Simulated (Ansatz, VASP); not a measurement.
# SnSe in VASP and in Ansatz

```
CELL_PARAMETERS angstrom
4.90706 0.00000 0.00000
-2.45353 4.24964 0.00000
0.00000 0.00000 5.87190
ATOMIC_POSITIONS crystal
Sn 0.33333 0.66667 0.93853
Sn 0.66667 0.33333 0.43853
Se 0.33333 0.66667 0.43747
Se 0.66667 0.33333 0.93747
```

Change from the starting cell: volume scaled by 0.88, PAW files.

Alike in both runs: task single point; functional PBE; k mesh 9 × 9 × 5; occupations fermi-dirac, width 0.08 eV; no spin polarisation.

|  | VASP | Ansatz |
| --- | --- | --- |
| version | VASP 6.6.1 | Ansatz 0.2.0 |
| potentials or method | VASP PAW PBE potentials, release 64 (Sn_d, Se) | PAW with Ansatz's default frozen-core files, scalar-relativistic |
| plane-wave cutoff (eV) | 520 | 420 |
| valence electrons in the cell | 40 | 60 |

|  | VASP | Ansatz | Ansatz less VASP |
| --- | --- | --- | --- |
| pressure (GPa) | 5.6 | 5.6 | -0.02 |
| traceless stress, the component that is largest in VASP (GPa) | -0.05 | -0.06 | -0.002 |

The functional is the same, so the differences come from potentials, cutoffs and numerics. VASP's potentials hold 40 valence electrons a cell and Ansatz's 60, so a difference there can come from the potentials and not from the codes.
